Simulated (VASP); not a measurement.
# TiClF (P-6m2) in VASP: further runs, part 2 of 3

VASP 6.6.1.

**3. Single point, PBE, collinear spin**

This run uses another cell than the first one, of 18.44 Å³/atom.

File INCAR:

```
ALGO = Normal
EDIFF = 1E-7
ENCUT = 520
GGA = PE
ISIF = 2
ISMEAR = 0
ISPIN = 2
LASPH = T
LCHARG = F
LMAXMIX = 4
LORBIT = 11
LREAL = F
LWAVE = F
MAGMOM = 1 0 0
NBANDS = 24
NELM = 150
PREC = Accurate
SIGMA = 0.1
```

File KPOINTS:

```
k-points
0
Gamma
  6 6 6
```

File POSCAR:

```
TiClF
1.0
    4.3026230500      0.0000000000      0.0000000000
   -2.1513115200      3.7261808600      0.0000000000
    0.0000000000      0.0000000000      3.4504713300
Ti Cl F
1 1 1
Direct
    0.3333333300      0.6666666700      0.5000000000
    0.0000000000      0.0000000000      0.5000000000
    0.6666666700      0.3333333300      0.0000000000
```

Potentials or basis: VASP PAW PBE potentials, release 64 (Ti_sv, Cl, F).

Run with:

```
$ cat potpaw_PBE.64/Ti_sv/POTCAR potpaw_PBE.64/Cl/POTCAR potpaw_PBE.64/F/POTCAR > POTCAR
$ mpirun -np 1 vasp_std > vasp.out
```

OUTCAR:

```text
EDIFF = 1E-7
   ENCUT = 520
   GGA = PE
   ISIF = 2
   ISMEAR = 0
   ISPIN = 2
   LASPH = T
   LORBIT = 11
   LREAL = F
   NELM = 150
   PREC = Accurate

 ion  position               nearest neighbor table
   1  0.333  0.667  0.500-   2 2.48   2 2.48   2 2.48
   2  0.000  0.000  0.500-   1 2.48   1 2.48   1 2.48
   3  0.667  0.333  0.000-

  LATTYP: Found a hexagonal cell.
 ALAT       =     4.3026230500
 C/A-ratio  =     0.8019459966

  Lattice vectors:

 A1 = (   4.3026230500,   0.0000000000,   0.0000000000)
 A2 = (  -2.1513115200,   3.7261808600,   0.0000000000)
 A3 = (   0.0000000000,   0.0000000000,   3.4504713300)

Analysis of symmetry for initial positions (statically):
=====================================================================
 Subroutine PRICEL returns:
 Original cell was already a primitive cell.

 Routine SETGRP: Setting up the symmetry group for a
 hexagonal supercell.

 Subroutine GETGRP returns: Found 12 space group operations
 (whereof 12 operations were pure point group operations)
 out of a pool of 24 trial point group operations.

The static configuration has the point symmetry D_3h.

Analysis of symmetry for dynamics (positions and initial velocities):
=====================================================================
 Subroutine PRICEL returns:
 Original cell was already a primitive cell.

 Routine SETGRP: Setting up the symmetry group for a
 hexagonal supercell.

 Subroutine GETGRP returns: Found 12 space group operations
 (whereof 12 operations were pure point group operations)
 out of a pool of 24 trial point group operations.

The dynamic configuration has the point symmetry D_3h.

Analysis of structural, dynamic, and magnetic symmetry:
=====================================================================
 Subroutine PRICEL returns:
 Original cell was already a primitive cell.

 Routine SETGRP: Setting up the symmetry group for a
 hexagonal supercell.

 Subroutine GETGRP returns: Found 12 space group operations
 (whereof 12 operations were pure point group operations)
 out of a pool of 24 trial point group operations.

The overall configuration has the point symmetry D_3h.

 Subroutine INISYM returns: Found 12 space group operations
 (whereof 12 operations are pure point group operations),
 and found     1 'primitive' translations

----------------------------------------------------------------------------------------

                                     Primitive cell

  volume of cell :      55.3192

  direct lattice vectors                    reciprocal lattice vectors
     4.302623050  0.000000000  0.000000000     0.232416363  0.134185649  0.000000000
    -2.151311520  3.726180860  0.000000000     0.000000000  0.268371300  0.000000000
     0.000000000  0.000000000  3.450471330     0.000000000  0.000000000  0.289815479

  length of vectors
     4.302623050  4.302623044  3.450471330     0.268371299  0.268371300  0.289815479

  position of ions in fractional coordinates (direct lattice)
     0.333333330  0.666666670  0.500000000
     0.000000000  0.000000000  0.500000000
     0.666666670  0.333333330  0.000000000

  ion indices of the primitive-cell ions
   primitive index   ion index
                 1           1
[... 63 lines left out ...]
   NGXF,Y,Z  is equivalent  to a cutoff of  24.73, 24.73, 26.98 a.u.
 SYSTEM =  unknown system
   PREC   = accura    normal or accurate (medium, high low for compatibility)
   ISTART =      0    job   : 0-new  1-cont  2-samecut
   ICHARG =      2    charge: 1-file 2-atom 10-const
   ISPIN  =      2    spin polarized calculation?
   LNONCOLLINEAR =      F non collinear calculations
   LSORBIT =      F    spin-orbit coupling
   LASPH  =      T    aspherical Exc in radial PAW
   ENCUT  =  520.0 eV  38.22 Ry    6.18 a.u.   8.00  8.00  6.42*2*pi/ulx,y,z
   NELM   =    150;   NELMIN=  2; NELMDL= -5     # of ELM steps
   EDIFF  = 0.1E-06   stopping-criterion for ELM
   LREAL  =      F    real-space projection
   EDIFFG = 0.1E-05   stopping-criterion for IOM
   NSW    =      0    number of steps for IOM
   IBRION =     -1    ionic relax: 0-MD 1-quasi-New 2-CG
   NFREE  =      0    steps in history (QN), initial steepest desc. (CG)
   ISIF   =      2    stress and relaxation
   ISYM   =      2    0-nonsym 1-usesym 2-fastsym
   POTIM  = 0.5000    time-step for ionic-motion
   TEBEG  =    0.0;   TEEND  =   0.0 temperature during run
   PSTRESS=    0.0 pullay stress
   NELECT =      26.0000    total number of electrons
   NUPDOWN=      -1.0000    fix difference up-down
   EMIN   =  10.00;   EMAX   =-10.00  energy-range for DOS
   EFERMI =   0.00;   METHOD = LEGACY
   ISMEAR =     0;   SIGMA  =   0.10  broadening in eV -4-tet -1-fermi 0-gaus
   EFERMI_NEDOS =   21; number of points for ismear=-14 and -15
   IALGO  =     38    algorithm
   IMIX   =      4    mixing-type and parameters
     AMIX     =   0.40;   BMIX     =  1.00
     AMIX_MAG =   1.60;   BMIX_MAG =  1.00
  volume/ion in A,a.u.               =      18.44       124.44
  Fermi-wavevector in a.u.,A,eV,Ry     =   1.272841  2.405320 22.043119  1.620124
  Thomas-Fermi vector in A             =   2.405697
   LORBIT       =     11    0 simple, 1 ext, 2 COOP (PROOUT), +10 PAW based schemes
   GGA     = PE    functional components
   LHFCALC =     F    Hartree Fock is set to
   AEXX    =    0.0000 exact exchange contribution
   IVDW    =     0    specifies the selected vdW correction
   LEPSILON=     F    determine dielectric tensor
   LRPA    =     F    only Hartree local field effects (RPA)
 spin polarized calculation
 Gauss-broadening in eV      SIGMA  =   0.10
  energy-cutoff  :      520.00
  volume of cell :       55.32
 maximum number of plane-waves:      1502
   NGX = 17   NGY = 17   NGZ = 13

 number of electron      25.9999991 magnetization       1.9997111

 Free energy of the ion-electron system (eV)
  ---------------------------------------------------
  ext. energy  EPLUGINS =         0.00000000
  ---------------------------------------------------
  free energy    TOTEN  =       -15.21645625 eV

  energy without entropy =      -15.19481288  energy(sigma->0) =      -15.20563456

 E-fermi :   4.3780     XC(G=0):  -9.4841

 val. band max:        4.3585841663   @ k =   0.3333   0.3333   0.1667
 cond. band min:       4.3838416653   @ k =   0.5000   0.0000   0.0000
 fundamental gap:      0.0252574991
 Fermi energy:         4.3780462416

 spin component 1

 k-point     1 :       0.0000    0.0000    0.0000
  band No.  band energies     occupation
      1     -54.1530      1.00000
      2     -30.4717      1.00000
      3     -30.4717      1.00000
      4     -30.3072      1.00000
      5     -17.6045      1.00000
      6     -12.5694      1.00000
[... 637 lines left out ...]
     23      14.3797      0.00000
     24      17.0813      0.00000

 [... further k-points ...]

 spin component 2

 k-point     1 :       0.0000    0.0000    0.0000
  band No.  band energies     occupation
      1     -52.5620      1.00000
      2     -29.0371      1.00000
      3     -29.0371      1.00000
      4     -28.3968      1.00000
      5     -17.5481      1.00000
      6     -12.5899      1.00000
[... 637 lines left out ...]
     23      14.9947      0.00000
     24      17.5747      0.00000

 [... further k-points ...]
[... 5 lines left out ...]
  --------------------------------------------------------------------------------------
  -------------------------------------------------------------------------------------
  Total       -2.9191102     -2.9191102     -1.3804871     -0.0000000      0.0000000      0.0000000
  in kB      -84.5445122    -84.5445120    -39.9822556     -0.0000001      0.0000000      0.0000000
  external PRESSURE =     -69.6904266 kB  Pullay stress =       0.0000000 kB

 VOLUME and BASIS-vectors are now :
 -----------------------------------------------------------------------------
  energy-cutoff  :      520.00
  volume of cell :       55.32
      direct lattice vectors                 reciprocal lattice vectors
     4.302623050  0.000000000  0.000000000     0.232416363  0.134185649  0.000000000
    -2.151311520  3.726180860  0.000000000     0.000000000  0.268371300  0.000000000
     0.000000000  0.000000000  3.450471330     0.000000000  0.000000000  0.289815479

 POSITION                                       TOTAL-FORCE (eV/Angst)
 -----------------------------------------------------------------------------------
     -0.00000      2.48412      1.72524        -0.000000     -0.000000      0.000000
      0.00000      0.00000      1.72524        -0.000000      0.000000      0.000000
      2.15131      1.24206      0.00000         0.000000     -0.000000      0.000000
 -----------------------------------------------------------------------------------
    total drift:                               -0.000001      0.000001      0.000000

  FREE ENERGIE OF THE ION-ELECTRON SYSTEM (eV)
  ---------------------------------------------------
  free  energy   TOTEN  =       -15.2164562479 eV

  energy  without entropy=      -15.1948128773  energy(sigma->0) =      -15.20563456

 total charge

# of ion       s       p       d       tot
------------------------------------------
    1        2.102   6.016   1.891  10.009
    2        1.597   3.550   0.000   5.147
    3        1.741   4.271   0.000   6.012
--------------------------------------------------
tot          5.439  13.837   1.891  21.167

 magnetization (x)

# of ion       s       p       d       tot
------------------------------------------
    1        0.028   0.012   1.553   1.594
    2       -0.002  -0.054   0.000  -0.056
    3        0.004   0.025   0.000   0.030
--------------------------------------------------
tot          0.031  -0.017   1.553   1.567
```

It took 60 s on 1 thread of Intel Xeon 6975P-C (Granite Rapids), shared host; peak memory 0.22 GiB.

What came out:

- Free energy: -15.2165 eV
- Pressure: -7.0 GPa
- Band gap on the k mesh: zero (filled and empty bands overlap)
- Net moment: 2.00 μB per cell
- Site moments: Ti +1.59; Cl -0.06; F +0.03 μB
- Valence electrons inside the program's atomic spheres: Ti 10.01; Cl 5.15; F 6.01

Caveat: the cell stands under tension; semilocal functionals often make such compounds metallic where correlation or magnetic order opens a gap, which also shifts bond lengths.

**4. Relaxation of cell and atoms, PBE, collinear spin**

This run uses another cell than the first one, of 18.44 Å³/atom.

File INCAR:

```
PREC = Accurate ; ENCUT = 600
EDIFF = 1E-6 ; ISMEAR = 0
SIGMA = 0.1 ; LREAL = False
LASPH = True ; NELM = 150
ALGO = Normal ; ISIF = 3
LWAVE = False ; LCHARG = False
ISPIN = 2 ; MAGMOM = 1 0 0
LORBIT = 11 ; LMAXMIX = 4
GGA = PE ; IBRION = 2
NSW = 90 ; EDIFFG = -0.04
```

File KPOINTS:

```
Automatic mesh
0
Gamma
  6 6 6
```

POSCAR is that of step 3.

Potentials or basis: VASP PAW PBE potentials, release 64 (Ti_sv, Cl, F).

Run with:

```
$ cat potpaw_PBE.64/Ti_sv/POTCAR potpaw_PBE.64/Cl/POTCAR potpaw_PBE.64/F/POTCAR > POTCAR
$ mpirun -np 1 vasp_std > vasp.out
```

OUTCAR:

```text
PREC = Accurate
   ENCUT = 600
   EDIFF = 1E-6
   ISMEAR = 0
   LREAL = False
   LASPH = True
   NELM = 150
   ISIF = 3
   ISPIN = 2
   LORBIT = 11
   GGA = PE
   IBRION = 2
   NSW = 90
   EDIFFG = -0.04

 ion  position               nearest neighbor table
   1  0.333  0.667  0.500-   2 2.48   2 2.48   2 2.48
   2  0.000  0.000  0.500-   1 2.48   1 2.48   1 2.48
   3  0.667  0.333  0.000-

  LATTYP: Found a hexagonal cell.
 ALAT       =     4.3026230500
 C/A-ratio  =     0.8019459966

  Lattice vectors:

 A1 = (   4.3026230500,   0.0000000000,   0.0000000000)
 A2 = (  -2.1513115200,   3.7261808600,   0.0000000000)
[... 2352 lines left out ...]

 number of electron      26.0000009 magnetization       0.9356466

------------------------ aborting loop because EDIFF is reached ----------------------------------------
[... 69 lines left out ...]
--------------------------------------- Ionic step       14  -------------------------------------------

 number of electron      26.0000008 magnetization       0.9280497

 Free energy of the ion-electron system (eV)
  ---------------------------------------------------
  ext. energy  EPLUGINS =         0.00000000
  ---------------------------------------------------
  free energy    TOTEN  =       -15.44823835 eV

  energy without entropy =      -15.44072874  energy(sigma->0) =      -15.44448355

 E-fermi :   6.4975     XC(G=0): -10.5683

 val. band max:        6.4747141426   @ k =   0.3333   0.3333   0.1667
 cond. band min:       6.5420763198   @ k =   0.3333   0.0000   0.3333
 fundamental gap:      0.0673621771
 Fermi energy:         6.4974973907
[... 1044 lines left out ...]
  FREE ENERGIE OF THE ION-ELECTRON SYSTEM (eV)
  ---------------------------------------------------
  free  energy   TOTEN  =       -15.4482383480 eV

  energy  without entropy=      -15.4407287442  energy(sigma->0) =      -15.44448355

 reached required accuracy - stopping structural energy minimisation

 total charge

# of ion       s       p       d       tot
------------------------------------------
    1        2.140   6.045   1.891  10.076
    2        1.603   3.586   0.000   5.189
    3        1.741   4.287   0.000   6.027
--------------------------------------------------
tot          5.484  13.917   1.891  21.292

 magnetization (x)

# of ion       s       p       d       tot
------------------------------------------
    1        0.007   0.006   0.730   0.743
    2       -0.001  -0.029   0.000  -0.030
    3        0.004   0.022   0.000   0.026
--------------------------------------------------
tot          0.010  -0.001   0.730   0.739
```

Run time: 20 min. Hardware: 1 thread of Intel Xeon 6975P-C (Granite Rapids), shared host; peak memory 0.27 GiB.

Results:

```
Free energy                                           : -15.4482 eV
Relaxed volume                                        : 15.07 Å³/atom
Relaxed cell                                          : a = 4.159 Å, b = 4.159 Å, c = 3.018 Å, α = 90.00°, β = 90.00°, γ = 120.00°
Space group after relaxing (to 0.1 Å)                 : P-6m2 (No. 187)
Energy gained by relaxing                             : 76.6 meV/atom
Ionic steps                                           : 14
Pressure after relaxing                               : -0.1 GPa
Net moment                                            : 0.93 μB per cell
Site moments                                          : Ti +0.74; Cl -0.03; F +0.03 μB
Valence electrons inside the program's atomic spheres : Ti 10.08; Cl 5.19; F 6.03
```

Step by step:
```
step  energy change (eV)  largest force (eV/Å)  pressure (GPa)  volume (Å³)
   1              0.0000                0.0000           -6.93        55.32
   2             -0.1496                0.0000            0.34        49.16
   3             -0.1508                0.0000           -0.32        49.59
   4             -0.1508                0.0000           -0.47        49.70
   5             -0.1570                0.0000           -0.43        49.31
   6             -0.1650                0.0000           -0.30        48.51
   7             -0.1730                0.0000           -0.89        46.89
   8             -0.1565                0.0000            1.48        43.53
   9             -0.2180                0.0000           -1.54        46.58
  10             -0.2243                0.0000           -0.30        45.07
  11             -0.2288                0.0000           -0.89        45.72
  12             -0.2289                0.0000           -0.86        45.64
  13             -0.2159                0.0000            2.92        43.63
  14             -0.2299                0.0000           -0.06        45.20
```

Final structure:
```
Ti Cl F
1.0
     4.15864    0.00000    0.00000
    -2.07932    3.60149    0.00000
     0.00000    0.00000    3.01822
Ti Cl F
1 1 1
Direct
  0.33333 0.66667 0.50000
  0.00000 0.00000 0.50000
  0.66667 0.33333 0.00000
```

Caveat: the volume moved by over 15 % at a fixed basis, so the end points are rough; semilocal functionals often make such compounds metallic where correlation or magnetic order opens a gap, which also shifts bond lengths.

[end of part 2 of 3]

The gap in the log of VASP goes by the Fermi energy; the results here count the filled bands.